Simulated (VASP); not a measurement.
# HF in VASP: notebook

The runs below take HF through single point, with PBE+D3(BJ).

All numbers are computed with VASP 6.6.1; they aren't measurements. Logs are shortened: lines on timing, memory, paths and dates and some standing lists are left out, and cuts for length are marked.

### 1 The cell of the first run

The cell holds a disordered packing, 16 atoms: a = 6.256 Å, b = 6.256 Å, c = 6.256 Å, α = 90.00°, β = 90.00°, γ = 90.00°.

### 2 Single point, PBE+D3(BJ)

Input file INCAR:

```
SYSTEM = HF
PREC = Accurate
ENCUT = 1010
EDIFF = 1E-6
ISMEAR = -1
SIGMA = 0.02
LREAL = Auto
LASPH = .TRUE.
NELM = 120
ALGO = Normal
ISIF = 2
LWAVE = .FALSE.
LCHARG = .TRUE.
GGA = PE
IVDW = 12
LELF = .TRUE.
LVHAR = .TRUE.
NBANDS = 46
GGA_COMPAT = .FALSE.
```

Input file KPOINTS:

```
regular mesh
0
G
  1 1 1
  0 0 0
```

Input file POSCAR:

```
HF
1.0
    6.2556220000      0.0000000000      0.0000000000
    0.0000000000      6.2556220000      0.0000000000
    0.0000000000      0.0000000000      6.2556220000
F H
8 8
Direct
    0.4957940234      0.5949688137      0.2844481332
   -0.1432631319      0.3063164622      0.0988390923
    0.4439206845     -0.0196303421      0.2586793128
    0.1966870760      0.4275034521      0.4550147052
    0.1441423411      0.1571226650      0.7229656779
    0.5475234917      0.7160758754      0.7649279320
    0.4524250346      0.2442123261      0.9536221978
    0.9003261386      0.8390372692      0.6124410970
    0.4966092900      0.7554164878      0.2722031478
   -0.2287062741      0.3718095499      0.1984295087
    0.4355761905      0.0691378092      0.1213948029
    0.3314298722      0.4855472405      0.4071857283
    0.1771366620      0.2638906251      0.6120894133
    0.6896996014      0.7737360090      0.7208236048
    0.3294316696      0.2191628586      0.8743814764
    0.9669062485      0.9662828093      0.6753125429
```

Potentials or basis: VASP PAW PBE potentials, release 64 (F_h, H_h).

Launch:

```sh
$ cat potpaw_PBE.64/F_h/POTCAR potpaw_PBE.64/H_h/POTCAR > POTCAR
$ mpirun -np 1 vasp_gam > vasp.out
```

OUTCAR:

```text
SYSTEM = HF
   PREC = Accurate
   ENCUT = 1010
   EDIFF = 1E-6
   ISMEAR = -1
   LREAL = Auto
   LASPH = .TRUE.
   NELM = 120
   ISIF = 2
   GGA = PE
   IVDW = 12
 IVDW          = 12

 ion  position               nearest neighbor table
   1  0.496  0.595  0.284-   9 1.01
   2  0.857  0.306  0.099-  10 0.92
   3  0.444  0.980  0.259-  11 1.02
   4  0.197  0.428  0.455-  12 0.97
   5  0.144  0.157  0.723-  13 0.98
   6  0.548  0.716  0.765-  14 1.00
   7  0.452  0.244  0.954-  15 0.93
   8  0.900  0.839  0.612-  16 0.98
   9  0.497  0.755  0.272-   1 1.01
  10  0.771  0.372  0.198-   2 0.92
  11  0.436  0.069  0.121-   3 1.02
  12  0.331  0.486  0.407-   4 0.97
  13  0.177  0.264  0.612-   5 0.98
  14  0.690  0.774  0.721-   6 1.00
  15  0.329  0.219  0.874-   7 0.93
  16  0.967  0.966  0.675-   8 0.98

  LATTYP: Found a simple cubic cell.
 ALAT       =     6.2556220000

  Lattice vectors:

 A1 = (   6.2556220000,   0.0000000000,   0.0000000000)
 A2 = (   0.0000000000,   6.2556220000,   0.0000000000)
 A3 = (   0.0000000000,   0.0000000000,   6.2556220000)

Analysis of symmetry for initial positions (statically):
=====================================================================
 Subroutine PRICEL returns:
 Original cell was already a primitive cell.

 Routine SETGRP: Setting up the symmetry group for a
 simple cubic supercell.

 Subroutine GETGRP returns: Found  1 space group operations
 (whereof  1 operations were pure point group operations)
 out of a pool of 48 trial point group operations.

The static configuration has the point symmetry C_1 .

Analysis of symmetry for dynamics (positions and initial velocities):
=====================================================================
 Subroutine PRICEL returns:
 Original cell was already a primitive cell.

 Routine SETGRP: Setting up the symmetry group for a
 simple cubic supercell.

 Subroutine GETGRP returns: Found  1 space group operations
 (whereof  1 operations were pure point group operations)
 out of a pool of 48 trial point group operations.

The dynamic configuration has the point symmetry C_1 .

 Subroutine INISYM returns: Found  1 space group operations
 (whereof  1 operations are pure point group operations),
 and found     1 'primitive' translations

----------------------------------------------------------------------------------------

                                     Primitive cell

  volume of cell :     244.8000

  direct lattice vectors                    reciprocal lattice vectors
     6.255622000  0.000000000  0.000000000     0.159856206  0.000000000  0.000000000
     0.000000000  6.255622000  0.000000000     0.000000000  0.159856206  0.000000000
     0.000000000  0.000000000  6.255622000     0.000000000  0.000000000  0.159856206

  length of vectors
     6.255622000  6.255622000  6.255622000     0.159856206  0.159856206  0.159856206

  position of ions in fractional coordinates (direct lattice)
     0.495794023  0.594968814  0.284448133
     0.856736868  0.306316462  0.098839092
     0.443920685  0.980369658  0.258679313
     0.196687076  0.427503452  0.455014705
     0.144142341  0.157122665  0.722965678
     0.547523492  0.716075875  0.764927932
     0.452425035  0.244212326  0.953622198
     0.900326139  0.839037269  0.612441097
     0.496609290  0.755416488  0.272203148
     0.771293726  0.371809550  0.198429509
     0.435576191  0.069137809  0.121394803
     0.331429872  0.485547240  0.407185728
     0.177136662  0.263890625  0.612089413
     0.689699601  0.773736009  0.720823605
     0.329431670  0.219162859  0.874381476
     0.966906249  0.966282809  0.675312543

  ion indices of the primitive-cell ions
   primitive index   ion index
                 1           1
                 2           2
                 3           3
                 4           4
                 5           5
                 6           6
                 7           7
                 8           8
                 9           9
                10          10
                11          11
                12          12
                13          13
                14          14
                15          15
                16          16

----------------------------------------------------------------------------------------

 KPOINTS: regular mesh

Automatic generation of k-mesh.
 Grid dimensions read from file:
 generate k-points for:    1    1    1

 Generating k-lattice:

  Cartesian coordinates                     Fractional coordinates (reciprocal lattice)
     0.159856206  0.000000000  0.000000000     1.000000000  0.000000000  0.000000000
     0.000000000  0.159856206  0.000000000     0.000000000  1.000000000  0.000000000
     0.000000000  0.000000000  0.159856206     0.000000000  0.000000000  1.000000000

  Length of vectors
     0.159856206  0.159856206  0.159856206

  Shift w.r.t. Gamma in fractional coordinates (k-lattice)
     0.000000000  0.000000000  0.000000000

 Subroutine IBZKPT returns following result:
 ===========================================

 Found      1 irreducible k-points:

 Following reciprocal coordinates:
            Coordinates               Weight
  0.000000  0.000000  0.000000      1.000000
   k-points           NKPTS =      1   k-points in BZ     NKDIM =      1   number of bands    NBANDS=     46
   number of dos      NEDOS =    301   number of ions     NIONS =     16
   total plane-waves  NPLWV = 343000
   dimension x,y,z NGX =    70 NGY =   70 NGZ =   70
   dimension x,y,z NGXF=   140 NGYF=  140 NGZF=  140
   ions per type =               8   8
   NGX,Y,Z   is equivalent  to a cutoff of  18.60, 18.60, 18.60 a.u.
   NGXF,Y,Z  is equivalent  to a cutoff of  37.21, 37.21, 37.21 a.u.
 SYSTEM =  HF
   PREC   = accura    normal or accurate (medium, high low for compatibility)
   ISTART =      0    job   : 0-new  1-cont  2-samecut
   ICHARG =      2    charge: 1-file 2-atom 10-const
   ISPIN  =      1    spin polarized calculation?
   LNONCOLLINEAR =      F non collinear calculations
   LSORBIT =      F    spin-orbit coupling
   LASPH  =      T    aspherical Exc in radial PAW
   ENCUT  = 1010.0 eV  74.23 Ry    8.62 a.u.  16.21 16.21 16.21*2*pi/ulx,y,z
   NELM   =    120;   NELMIN=  2; NELMDL= -5     # of ELM steps
   EDIFF  = 0.1E-05   stopping-criterion for ELM
   LREAL  =      T    real-space projection
   EDIFFG = 0.1E-04   stopping-criterion for IOM
   NSW    =      0    number of steps for IOM
   IBRION =     -1    ionic relax: 0-MD 1-quasi-New 2-CG
   NFREE  =      0    steps in history (QN), initial steepest desc. (CG)
   ISIF   =      2    stress and relaxation
   ISYM   =      2    0-nonsym 1-usesym 2-fastsym
   POTIM  = 0.5000    time-step for ionic-motion
   TEBEG  =    0.0;   TEEND  =   0.0 temperature during run
   PSTRESS=    0.0 pullay stress
   NELECT =      64.0000    total number of electrons
   NUPDOWN=      -1.0000    fix difference up-down
   EMIN   =  10.00;   EMAX   =-10.00  energy-range for DOS
   EFERMI =   0.00;   METHOD = LEGACY
   ISMEAR =    -1;   SIGMA  =   0.02  broadening in eV -4-tet -1-fermi 0-gaus
   EFERMI_NEDOS =   21; number of points for ismear=-14 and -15
   IALGO  =     38    algorithm
   IMIX   =      4    mixing-type and parameters
     AMIX     =   0.40;   BMIX     =  1.00
     AMIX_MAG =   1.60;   BMIX_MAG =  1.00
  volume/ion in A,a.u.               =      15.30       103.25
  Fermi-wavevector in a.u.,A,eV,Ry     =   1.046801  1.978168 14.909173  1.095793
  Thomas-Fermi vector in A             =   2.181655
   LORBIT       =      0    0 simple, 1 ext, 2 COOP (PROOUT), +10 PAW based schemes
   GGA     = PE    functional components
   LHFCALC =     F    Hartree Fock is set to
   AEXX    =    0.0000 exact exchange contribution
   IVDW    =    12    specifies the selected vdW correction
   LEPSILON=     F    determine dielectric tensor
   LRPA    =     F    only Hartree local field effects (RPA)
 non-spin polarized calculation
  energy-cutoff  :     1010.00
  volume of cell :      244.80
 maximum number of plane-waves:      8923
 NGX is ok and might be reduce to    70
   NGX = 33   NGY = 33   NGZ = 33

 number of electron      63.9999996 magnetization

 Free energy of the ion-electron system (eV)
  ---------------------------------------------------
  ext. energy  EPLUGINS =         0.00000000
  ---------------------------------------------------
  free energy    TOTEN  =       -66.01036354 eV

  energy without entropy =      -66.01036354  energy(sigma->0) =      -66.01036354

 E-fermi :  -5.2076     XC(G=0):  -5.9003

 val. band max:       -5.7644111698   @ k =   0.0000   0.0000   0.0000
 cond. band min:       0.5317348491   @ k =   0.0000   0.0000   0.0000
 fundamental gap:      6.2961460189
 Fermi energy:        -5.2075895179

 k-point     1 :       0.0000    0.0000    0.0000
  band No.  band energies     occupation
      1     -28.7771      2.00000
      2     -28.2086      2.00000
      3     -27.9989      2.00000
      4     -27.6466      2.00000
      5     -27.5000      2.00000
      6     -27.0842      2.00000
      7     -26.9843      2.00000
      8     -25.7275      2.00000
      9     -13.0216      2.00000
     10     -12.4421      2.00000
     11     -11.9312      2.00000
     12     -11.2422      2.00000
     13     -11.0098      2.00000
     14     -10.4174      2.00000
     15     -10.0353      2.00000
     16      -9.5377      2.00000
     17      -8.4465      2.00000
     18      -8.2927      2.00000
     19      -7.9585      2.00000
     20      -7.9466      2.00000
     21      -7.8412      2.00000
     22      -7.6754      2.00000
     23      -7.6504      2.00000
     24      -7.5365      2.00000
     25      -7.4109      2.00000
     26      -7.3547      2.00000
     27      -7.2314      2.00000
     28      -7.1965      2.00000
     29      -6.5251      2.00000
     30      -6.4462      2.00000
     31      -5.8167      2.00000
     32      -5.7644      2.00000
     33       0.5317      0.00000
     34       3.8747      0.00000
     35       4.0953      0.00000
     36       4.4351      0.00000
     37       4.8546      0.00000
     38       5.0940      0.00000
     39       5.3095      0.00000
     40       6.6612      0.00000
     41       6.7732      0.00000
     42       6.9873      0.00000
     43       7.3280      0.00000
     44       7.5814      0.00000
 [bands above 44 left out]

------------------------ aborting loop because EDIFF is reached ----------------------------------------

 Edisp (eV)   -0.32287

 E8    (eV) :    -0.0638

  FORCE on cell =-STRESS in cart. coord.  units (eV):
  Direction    XX          YY          ZZ          XY          YZ          ZX
  --------------------------------------------------------------------------------------
  -------------------------------------------------------------------------------------
  Total       1.16931    -2.22790     0.11729    -0.33425     0.77603     0.79829
  in kB       7.65296   -14.58124     0.76761    -2.18760     5.07897     5.22468
  external pressure =       -2.05 kB  Pullay stress =        0.00 kB

 VOLUME and BASIS-vectors are now :
 -----------------------------------------------------------------------------
  energy-cutoff  :     1010.00
  volume of cell :      244.80
      direct lattice vectors                 reciprocal lattice vectors
     6.255622000  0.000000000  0.000000000     0.159856206  0.000000000  0.000000000
     0.000000000  6.255622000  0.000000000     0.000000000  0.159856206  0.000000000
     0.000000000  0.000000000  6.255622000     0.000000000  0.000000000  0.159856206

 POSITION                                       TOTAL-FORCE (eV/Angst)
 -----------------------------------------------------------------------------------
      3.10150      3.72190      1.77940         0.548305      0.563418     -0.054132
      5.35942      1.91620      0.61830         0.739888     -0.529576     -0.566489
      2.77700      6.13282      1.61820        -0.129580      0.846396     -1.181278
      1.23040      2.67430      2.84640        -0.688944     -0.545165      0.460472
      0.90170      0.98290      4.52260        -0.101587     -0.256968      0.301072
      3.42510      4.47950      4.78510         1.317776      0.682629     -0.304756
      2.83020      1.52770      5.96550         1.231578     -0.181447      1.274536
      5.63210      5.24870      3.83120         0.412415      0.995496      0.517157
      3.10660      4.72560      1.70280        -0.335731     -0.714035     -0.036215
      4.82492      2.32590      1.24130        -0.647767      0.629422      0.582736
      2.72480      0.43250      0.75940         0.429932     -0.600494      1.160943
      2.07330      3.03740      2.54720         0.470534      0.562912     -0.366790
      1.10810      1.65080      3.82900        -0.169879      0.410942     -0.613987
      4.31450      4.84020      4.50920        -1.478539     -0.720980      0.328377
      2.06080      1.37100      5.46980        -1.391110     -0.283373     -0.924581
      6.04860      6.04470      4.22450        -0.207293     -0.859176     -0.577065
 -----------------------------------------------------------------------------------
    total drift:                                0.000402      0.004489      0.008207

  FREE ENERGIE OF THE ION-ELECTRON SYSTEM (eV)
  ---------------------------------------------------
  free  energy   TOTEN  =       -66.3332331670 eV

  energy  without entropy=      -66.3332331670  energy(sigma->0) =      -66.33323317
```

Wall time 50 s (1 thread of Intel Xeon 6975P-C (Granite Rapids), shared host); peak memory 0.63 GiB.

Results:

```yaml
Free_energy: -66.3332 eV
Pressure: -0.2 GPa
Largest_force: 1.782 eV/Å
Dispersion_energy_per_atom: -0.020 eV
```

Forces on the atoms (eV/Å):
```
F    0.548  0.563 -0.054
F    0.740 -0.530 -0.566
F   -0.130  0.846 -1.181
F   -0.689 -0.545  0.460
F   -0.102 -0.257  0.301
F    1.318  0.683 -0.305
F    1.232 -0.181  1.275
F    0.412  0.995  0.517
H   -0.336 -0.714 -0.036
H   -0.648  0.629  0.583
H    0.430 -0.600  1.161
H    0.471  0.563 -0.367
H   -0.170  0.411 -0.614
H   -1.479 -0.721  0.328
H   -1.391 -0.283 -0.925
H   -0.207 -0.859 -0.577
```

Stress tensor (GPa, compression positive):
```
 0.77 -0.22  0.52
-0.22 -1.46  0.51
 0.52  0.51  0.08
```

Levels at points of the mesh, in eV from the Fermi level:
```csv
k point,band 28,band 29,band 30,band 31,band 32,band 33,band 34,band 35,band 36,band 37
"(0.00, 0.00, 0.00)",-1.99,-1.32,-1.24,-0.61,-0.56,5.74,9.08,9.30,9.64,10.06
```

Caveat: the k points lie up to 1.00 Å⁻¹ apart, too coarse for converged energies, forces and pressures; the atoms stand as in a frame of molecular dynamics.

### 3 Single point, PBE+D3(BJ)

Input file INCAR:

```
PREC = Accurate ; ENCUT = 1010
EDIFF = 1E-6 ; ISMEAR = -1
SIGMA = 0.02 ; LREAL = Auto
LASPH = True ; NELM = 120
ALGO = Normal ; ISIF = 2
LWAVE = False ; LCHARG = True
GGA = PE ; IVDW = 12
LELF = True ; LVHAR = True
NBANDS = 46 ; GGA_COMPAT = False
```

Input file KPOINTS:

```
Automatic mesh
0
Gamma
  1 1 1
```

Input file POSCAR:

```
HF
1.0
    6.2556220000      0.0000000000      0.0000000000
    0.0000000000      6.2556220000      0.0000000000
    0.0000000000      0.0000000000      6.2556220000
F H
8 8
Direct
    0.6006437090      0.5844342897      0.2747928184
   -0.0975602426      0.2014987478      0.1318813701
    0.4401800492     -0.0670596785      0.2398322661
    0.2329584492      0.4699133036      0.3967790893
    0.1870637324      0.1956000538      0.6678952149
    0.5107565643      0.7848300297      0.7943574596
    0.4285744887      0.2337257590      1.0016589877
    0.8808236815      0.8727029862      0.6444602951
    0.5668660926      0.7349548934      0.2432212177
   -0.1161515194      0.3412930001      0.1791828215
    0.4429615472      0.0571965506      0.1315137008
    0.3758698975      0.5095416571      0.3363374577
    0.2137916901      0.2874214586      0.5380600043
    0.6478332610      0.8191032003      0.7535941270
    0.3407814603      0.1916995624      0.8658451550
    0.9709985674      0.9860250507      0.6376504207
```

Potentials or basis: VASP PAW PBE potentials, release 64 (F_h, H_h).

Launch:

```sh
$ cat potpaw_PBE.64/F_h/POTCAR potpaw_PBE.64/H_h/POTCAR > POTCAR
$ mpirun -np 1 vasp_gam > vasp.out
```

Wall time 31 s (1 thread of AMD EPYC 9R45 (Zen 5), shared host); peak memory 0.59 GiB.

The run converged. Its results:

- Free energy: -66.3681 eV
- Pressure: -0.7 GPa
- Largest force: 2.497 eV/Å
- Dispersion energy per atom: -0.020 eV

Forces in eV/Å, atoms in the order of the input:
```
F   -0.152 -0.161  0.011
F    0.084 -0.267 -0.009
F    0.055  0.830 -0.466
F    0.608 -0.037 -0.374
F    0.066 -0.115 -0.349
F   -1.420 -0.348  0.495
F   -1.226 -0.706 -2.057
F   -1.159 -1.704 -0.076
H   -0.182  0.140 -0.015
H   -0.118  0.317  0.040
H    0.035 -0.888  0.647
H   -0.363 -0.180  0.376
H    0.067  0.121  0.636
H    1.284  0.380 -0.461
H    0.986  0.855  1.574
H    1.436  1.761  0.029
```

Stress tensor (GPa, compression positive):
```
-0.12  0.43 -0.91
 0.43 -0.02  0.04
-0.91  0.04 -1.87
```

Levels at points of the mesh, in eV from the Fermi level:
| k point | band 30 | band 31 | band 32 | band 33 | band 34 | band 35 |
| --- | --- | --- | --- | --- | --- | --- |
| (0.00, 0.00, 0.00) | -0.91 | -0.61 | -0.51 | 6.20 | 9.36 | 10.04 |

Caveat: the k points lie up to 1.00 Å⁻¹ apart, too coarse for converged energies, forces and pressures; the atoms stand as in a frame of molecular dynamics.

(Part 1 of 2 ends here.)
